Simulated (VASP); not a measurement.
Here is a VASP 6.6.1 calculation.

Contents of INCAR:

```
SYSTEM = CdS
PREC = Accurate
ENCUT = 520
EDIFF = 1E-7
ISMEAR = -1
SIGMA = 0.05
LREAL = .FALSE.
LASPH = .TRUE.
NELM = 80
ALGO = Normal
ISIF = 2
LWAVE = .FALSE.
LCHARG = .TRUE.
GGA = PE
IVDW = 13
LELF = .TRUE.
LVHAR = .TRUE.
NBANDS = 16
```

KPOINTS

```
Automatic mesh
0
G
  7 7 5
  0 0 0
```

Contents of POSCAR:

```
CdS
1.0
    4.1055881227      0.0000000000      0.0000000000
   -2.0527940614      3.5555436118      0.0000000000
    0.0000000000      0.0000000000      3.8501630455
Cd S
1 1
Direct
    0.0000000000      0.0000000000      0.5268980186
    0.6666666667      0.3333333333      0.3501019814
```

Potentials or basis: VASP PAW PBE potentials, release 64 (Cd, S).

Launch:

```bash
$ cat potpaw_PBE.64/Cd/POTCAR potpaw_PBE.64/S/POTCAR > POTCAR
$ mpirun -np 1 vasp_std > vasp.out
```

(1) Estimate the band gap on the k mesh.

(2) Predict the largest force.

(3) What does it give for the pressure?

Answers

(1) 0.95 eV (least direct gap 1.25 eV).

(2) 0.033 eV/Å.

(3) 0.3 GPa.

Caveat: an odd mesh through Γ misses points on the zone boundary, where band edges can lie.
